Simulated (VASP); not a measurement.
# BN in VASP: notebook

The runs below take BN through single point, with PBE+D3(BJ).

All numbers are computed with VASP 6.6.1; they aren't measurements. Logs are shortened: lines on timing, memory, paths and dates and some standing lists are left out, and cuts for length are marked.

## 1. The cell of the first run

The cell holds a slab with vacuum, 2 atoms: a = 2.609 Å, b = 2.609 Å, c = 26.000 Å, α = 90.00°, β = 90.00°, γ = 120.00°.

## 2. Single point, PBE+D3(BJ)

INCAR reads:

```
SYSTEM = BN
ALGO = Normal
DIPOL = 0.5 0.5 0.500
EDIFF = 1E-6
ENCUT = 520
GGA = PE
IDIPOL = 3
ISIF = 2
ISMEAR = 0
IVDW = 12
LASPH = .TRUE.
LCHARG = .TRUE.
LDIPOL = .TRUE.
LELF = .TRUE.
LREAL = .FALSE.
LVACPOTAV = .TRUE.
LVHAR = .TRUE.
LWAVE = .FALSE.
NBANDS = 11
NELM = 60
PREC = Accurate
SIGMA = 0.02
```

KPOINTS reads:

```
k-points
0
G
  12 12 1
  0 0 0
```

POSCAR reads:

```
BN
1.0
    2.6090000000      0.0000000000      0.0000000000
   -1.3045000000      2.2594602785      0.0000000000
    0.0000000000      0.0000000000     26.0000000000
B N
1 1
Direct
    0.0000000000      0.0000000000      0.5055000000
    0.6666666667      0.3333333333      0.4945000000
```

Potentials or basis: VASP PAW PBE potentials, release 64 (B, N).

The run is started by

```
cat potpaw_PBE.64/B/POTCAR potpaw_PBE.64/N/POTCAR > POTCAR
mpirun -np 1 vasp_std > vasp.out
```

OUTCAR:

```text
SYSTEM = BN
   EDIFF = 1E-6
   ENCUT = 520
   GGA = PE
   ISIF = 2
   ISMEAR = 0
   IVDW = 12
   LASPH = .TRUE.
   LREAL = .FALSE.
   NELM = 60
   PREC = Accurate
 IVDW          = 12

 ion  position               nearest neighbor table
   1  0.000  0.000  0.505-   2 1.53   2 1.53   2 1.53
   2  0.667  0.333  0.495-   1 1.53   1 1.53   1 1.53

  LATTYP: Found a hexagonal cell.
 ALAT       =     2.6090000000
 C/A-ratio  =     9.9655040245

  Lattice vectors:

 A1 = (   2.6090000000,   0.0000000000,   0.0000000000)
 A2 = (  -1.3045000000,   2.2594602785,   0.0000000000)
 A3 = (   0.0000000000,   0.0000000000,  26.0000000000)

Analysis of symmetry for initial positions (statically):
=====================================================================
 Subroutine PRICEL returns:
 Original cell was already a primitive cell.

 Routine SETGRP: Setting up the symmetry group for a
 hexagonal supercell.

 Subroutine GETGRP returns: Found  6 space group operations
 (whereof  6 operations were pure point group operations)
 out of a pool of 24 trial point group operations.

The static configuration has the point symmetry C_3v.

Analysis of symmetry for dynamics (positions and initial velocities):
=====================================================================
 Subroutine PRICEL returns:
 Original cell was already a primitive cell.

 Routine SETGRP: Setting up the symmetry group for a
 hexagonal supercell.

 Subroutine GETGRP returns: Found  6 space group operations
 (whereof  6 operations were pure point group operations)
 out of a pool of 24 trial point group operations.

The dynamic configuration has the point symmetry C_3v.

 Subroutine INISYM returns: Found  6 space group operations
 (whereof  6 operations are pure point group operations),
 and found     1 'primitive' translations

----------------------------------------------------------------------------------------

                                     Primitive cell

  volume of cell :     153.2682

  direct lattice vectors                    reciprocal lattice vectors
     2.609000000  0.000000000  0.000000000     0.383288616  0.221291786  0.000000000
    -1.304500000  2.259460279  0.000000000     0.000000000  0.442583572  0.000000000
     0.000000000  0.000000000 26.000000000     0.000000000  0.000000000  0.038461538

  length of vectors
     2.609000000  2.609000000 26.000000000     0.442583572  0.442583572  0.038461538

  position of ions in fractional coordinates (direct lattice)
     0.000000000  0.000000000  0.505500000
     0.666666667  0.333333333  0.494500000

  ion indices of the primitive-cell ions
   primitive index   ion index
                 1           1
                 2           2

----------------------------------------------------------------------------------------

 KPOINTS: k-points

Automatic generation of k-mesh.
 Grid dimensions read from file:
 generate k-points for:   12   12    1

 Generating k-lattice:

  Cartesian coordinates                     Fractional coordinates (reciprocal lattice)
     0.031940718  0.018440982  0.000000000     0.083333333  0.000000000  0.000000000
     0.000000000  0.036881964  0.000000000     0.000000000  0.083333333  0.000000000
     0.000000000  0.000000000  0.038461538     0.000000000  0.000000000  1.000000000

  Length of vectors
     0.036881964  0.036881964  0.038461538

  Shift w.r.t. Gamma in fractional coordinates (k-lattice)
     0.000000000  0.000000000  0.000000000

 Subroutine IBZKPT returns following result:
 ===========================================

 Found     19 irreducible k-points:

 Following reciprocal coordinates:
            Coordinates               Weight
  0.000000  0.000000  0.000000      1.000000
  0.083333  0.000000  0.000000      6.000000
  0.166667  0.000000  0.000000      6.000000
  0.250000  0.000000  0.000000      6.000000
  0.333333  0.000000  0.000000      6.000000
  0.416667  0.000000  0.000000      6.000000
[... 11 lines left out ...]
  0.333333  0.250000  0.000000     12.000000
  0.333333  0.333333  0.000000      2.000000
   k-points           NKPTS =     19   k-points in BZ     NKDIM =     19   number of bands    NBANDS=     11
   number of dos      NEDOS =    301   number of ions     NIONS =      2
   total plane-waves  NPLWV =  78400
   dimension x,y,z NGX =    20 NGY =   20 NGZ =  196
   dimension x,y,z NGXF=    40 NGYF=   40 NGZF=  392
   ions per type =               1   1
   NGX,Y,Z   is equivalent  to a cutoff of  12.74, 12.74, 12.53 a.u.
   NGXF,Y,Z  is equivalent  to a cutoff of  25.49, 25.49, 25.06 a.u.
 SYSTEM =  BN
   PREC   = accura    normal or accurate (medium, high low for compatibility)
   ISTART =      0    job   : 0-new  1-cont  2-samecut
   ICHARG =      2    charge: 1-file 2-atom 10-const
   ISPIN  =      1    spin polarized calculation?
   LNONCOLLINEAR =      F non collinear calculations
   LSORBIT =      F    spin-orbit coupling
   LASPH  =      T    aspherical Exc in radial PAW
   ENCUT  =  520.0 eV  38.22 Ry    6.18 a.u.   4.85  4.85 48.34*2*pi/ulx,y,z
   NELM   =     60;   NELMIN=  2; NELMDL= -5     # of ELM steps
   EDIFF  = 0.1E-05   stopping-criterion for ELM
   LREAL  =      F    real-space projection
[... 7 lines left out ...]
   TEBEG  =    0.0;   TEEND  =   0.0 temperature during run
   PSTRESS=    0.0 pullay stress
   NELECT =       8.0000    total number of electrons
   NUPDOWN=      -1.0000    fix difference up-down
   EMIN   =  10.00;   EMAX   =-10.00  energy-range for DOS
   EFERMI =   0.00;   METHOD = LEGACY
   ISMEAR =     0;   SIGMA  =   0.02  broadening in eV -4-tet -1-fermi 0-gaus
   EFERMI_NEDOS =   21; number of points for ismear=-14 and -15
   IALGO  =     38    algorithm
   IMIX   =      4    mixing-type and parameters
     AMIX     =   0.40;   BMIX     =  1.00
     AMIX_MAG =   1.60;   BMIX_MAG =  1.00
  volume/ion in A,a.u.               =      76.63       517.15
  Fermi-wavevector in a.u.,A,eV,Ry     =   0.611816  1.156164  5.092916  0.374319
  Thomas-Fermi vector in A             =   1.667878
   LORBIT       =      0    0 simple, 1 ext, 2 COOP (PROOUT), +10 PAW based schemes
   GGA     = PE    functional components
   LHFCALC =     F    Hartree Fock is set to
   AEXX    =    0.0000 exact exchange contribution
   IVDW    =    12    specifies the selected vdW correction
   LEPSILON=     F    determine dielectric tensor
   LRPA    =     F    only Hartree local field effects (RPA)
 non-spin polarized calculation
 Gauss-broadening in eV      SIGMA  =   0.02
  energy-cutoff  :      520.00
  volume of cell :      153.27
 maximum number of plane-waves:      4191
 NGX is ok and might be reduce to    20
   NGX =  9   NGY =  9   NGZ = 97

 number of electron       8.0000000 magnetization

 dipolmoment           0.000000      0.000000     -0.062199 electrons x Angstroem

 Free energy of the ion-electron system (eV)
  ---------------------------------------------------
  ext. energy  EPLUGINS =         0.00000000
  ---------------------------------------------------
  free energy    TOTEN  =       -16.84738991 eV

  energy without entropy =      -16.84738991  energy(sigma->0) =      -16.84738991

 E-fermi :  -4.9348     XC(G=0):  -1.6490

 val. band max:       -5.0821251975   @ k =   0.3333   0.3333   0.0000
 cond. band min:      -1.2545425137   @ k =   0.0000   0.0000   0.0000
 fundamental gap:      3.8275826839
 Fermi energy:        -4.9348042708

 k-point     1 :       0.0000    0.0000    0.0000
  band No.  band energies     occupation
      1     -21.7908      2.00000
      2      -9.6069      2.00000
      3      -5.9759      2.00000
      4      -5.9759      2.00000
      5      -1.2545      0.00000
      6       0.2040      0.00000
      7       0.8076      0.00000
      8       1.5833      0.00000
      9       1.9101      0.00000
     10       2.6112      0.00000
     11       2.9620      0.00000

 k-point     2 :       0.0833    0.0000    0.0000
  band No.  band energies     occupation
      1     -21.6671      2.00000
      2      -9.4490      2.00000
      3      -6.5383      2.00000
      4      -6.2015      2.00000
      5      -1.0663      0.00000
      6       0.4070      0.00000
      7       1.0090      0.00000
      8       1.7859      0.00000
      9       2.1034      0.00000
     10       2.7929      0.00000
     11       3.1645      0.00000

 k-point     3 :       0.1667    0.0000    0.0000
  band No.  band energies     occupation
      1     -21.3038      2.00000
      2      -8.9878      2.00000
      3      -7.9154      2.00000
      4      -6.7534      2.00000
      5      -0.5762      0.00000
      6       1.0078      0.00000
      7       1.5909      0.00000
      8       2.3870      0.00000
      9       2.6528      0.00000
     10       3.3001      0.00000
     11       3.7516      0.00000

 k-point     4 :       0.2500    0.0000    0.0000
  band No.  band energies     occupation
      1     -20.7290      2.00000
      2      -9.6436      2.00000
      3      -8.2208      2.00000
      4      -7.3971      2.00000
      5       0.0066      0.00000
      6       1.9745      0.00000
      7       2.4803      0.00000
      8       3.2472      0.00000
      9       3.4370      0.00000
     10       3.9909      0.00000
     11       4.4850      0.00000
[... 169 lines left out ...]
 k-point    17 :       0.2500    0.2500    0.0000
  band No.  band energies     occupation
      1     -19.1078      2.00000
      2     -11.9074      2.00000
      3     -10.2198      2.00000
      4      -6.0065      2.00000
      5      -0.4944      0.00000
      6       4.8005      0.00000
      7       5.7757      0.00000
      8       6.3003      0.00000
      9       6.4855      0.00000
     10       7.2465      0.00000
     11       7.5416      0.00000

 k-point    18 :       0.3333    0.2500    0.0000
  band No.  band energies     occupation
      1     -18.6735      2.00000
      2     -12.3157      2.00000
      3     -10.8388      2.00000
      4      -5.3425      2.00000
      5      -1.0049      0.00000
      6       5.6801      0.00000
      7       6.9726      0.00000
      8       7.7407      0.00000
      9       8.1306      0.00000
     10       8.6353      0.00000
     11       8.9349      0.00000

 k-point    19 :       0.3333    0.3333    0.0000
  band No.  band energies     occupation
      1     -18.5111      2.00000
      2     -11.8054      2.00000
      3     -11.7813      2.00000
      4      -5.0821      2.00000
      5      -1.1408      0.00000
      6       5.6828      0.00000
      7       8.0365      0.00000
      8       8.4055      0.00000
      9       9.5040      0.00000
     10       9.7349      0.00000
     11       9.9980      0.00000

------------------------ aborting loop because EDIFF is reached ----------------------------------------

 Edisp (eV)   -0.14195

 E8    (eV) :    -0.0456

  FORCE on cell =-STRESS in cart. coord.  units (eV):
  Direction    XX          YY          ZZ          XY          YZ          ZX
  --------------------------------------------------------------------------------------
  -------------------------------------------------------------------------------------
  Total      -4.16035    -4.16035    -1.19319     0.00000     0.00000    -0.00000
  in kB     -43.48987   -43.48987   -12.47290     0.00000     0.00000    -0.00000
  external pressure =      -33.15 kB  Pullay stress =        0.00 kB

 VOLUME and BASIS-vectors are now :
 -----------------------------------------------------------------------------
  energy-cutoff  :      520.00
  volume of cell :      153.27
      direct lattice vectors                 reciprocal lattice vectors
     2.609000000  0.000000000  0.000000000     0.383288616  0.221291786  0.000000000
    -1.304500000  2.259460279  0.000000000     0.000000000  0.442583572  0.000000000
     0.000000000  0.000000000 26.000000000     0.000000000  0.000000000  0.038461538

 POSITION                                       TOTAL-FORCE (eV/Angst)
 -----------------------------------------------------------------------------------
      0.00000      0.00000     13.14300        -0.000000      0.000000     -4.122270
      1.30450      0.75315     12.85700         0.000000     -0.000000      4.122270
 -----------------------------------------------------------------------------------
    total drift:                                0.000000      0.000000     -0.000156

  FREE ENERGIE OF THE ION-ELECTRON SYSTEM (eV)
  ---------------------------------------------------
  free  energy   TOTEN  =       -16.9893390452 eV

  energy  without entropy=      -16.9893390452  energy(sigma->0) =      -16.98933905

 vacuum level on the upper side and lower side of the slab         0.040         1.950
```

Wall time 36 s (1 thread of Intel Xeon Platinum 8375C at 2.90GHz (Ice Lake), shared host); peak memory 0.27 GiB.

Results:

| Property | Result |
| --- | --- |
| Free energy | -16.9893 eV |
| Largest force | 4.122 eV/Å |
| Band gap on the k mesh | 3.83 eV, indirect (least direct gap 3.94 eV) |
| Dispersion energy per atom | -0.071 eV |

Forces in eV/Å, atoms in the order of the input:
```
B    0.000  0.000 -4.122
N    0.000  0.000  4.122
```

Levels at points of the mesh, in eV from the valence-band top:
| k point | band 1 | band 2 | band 3 | band 4 | band 5 | band 6 | band 7 | band 8 |
| --- | --- | --- | --- | --- | --- | --- | --- | --- |
| (0.00, 0.00, 0.00) | -16.71 | -4.52 | -0.89 | -0.89 | 3.83 | 5.29 | 5.89 | 6.67 |
| (0.50, 0.00, 0.00) | -13.92 | -8.06 | -3.36 | -0.74 | 3.94 | 8.51 | 11.38 | 12.04 |

## 3. Single point, PBE+D3(BJ)

INCAR reads:

```
ALGO     = Normal         # electronic algorithm
DIPOL    = 0.5 0.5 0.500
EDIFF    = 1E-7           # SCF threshold, eV
ENCUT    = 520            # plane-wave cutoff, eV
GGA      = PE             # functional
IDIPOL   = 3            
ISIF     = 2              # what is computed and relaxed
ISMEAR   = 0              # smearing method
IVDW     = 12             # dispersion correction
LASPH    = True           # aspherical terms in the spheres
LCHARG   = True           # write CHGCAR
LDIPOL   = True         
LELF     = True           # ELF
LREAL    = False          # projectors in reciprocal space
LVACPOTAV= True         
LVHAR    = True         
LWAVE    = False          # write WAVECAR
NBANDS   = 11             # bands
NELM     = 100            # most SCF steps
PREC     = Accurate       # precision mode
SIGMA    = 0.02           # smearing width, eV
```

KPOINTS reads:

```
k-points
0
Gamma
  12 12 1
```

POSCAR reads:

```
BN
1.0
    2.6090000000      0.0000000000      0.0000000000
   -1.3045000000      2.2594602785      0.0000000000
    0.0000000000      0.0000000000     26.0000000000
B N
1 1
Direct
    0.0000000000      0.0000000000      0.5109807692
    0.6666666667      0.3333333333      0.4890192308
```

Potentials or basis: VASP PAW PBE potentials, release 64 (B, N).

The run is started by

```
cat potpaw_PBE.64/B/POTCAR potpaw_PBE.64/N/POTCAR > POTCAR
mpirun -np 1 vasp_std > vasp.out
```

Wall time 38 s (1 thread of Intel Xeon Platinum 8375C at 2.90GHz (Ice Lake), shared host); peak memory 0.27 GiB.

The run converged. Its results:

```yaml
Free_energy: -15.2579 eV
Largest_force: 7.956 eV/Å
Band_gap_on_the_k_mesh: 1.97 eV, direct
Dispersion_energy_per_atom: -0.070 eV
```

Forces on the atoms (eV/Å):
```
B    0.000  0.000 -7.956
N    0.000  0.000  7.956
```

Levels at points of the mesh, in eV from the valence-band top:
| k point | band 2 | band 3 | band 4 | band 5 | band 6 | band 7 |
| --- | --- | --- | --- | --- | --- | --- |
| (0.00, 0.00, 0.00) | -4.98 | 0.00 | 0.00 | 1.97 | 4.30 | 4.86 |
| (0.50, 0.00, 0.00) | -7.65 | -2.40 | -1.28 | 2.34 | 7.44 | 10.37 |
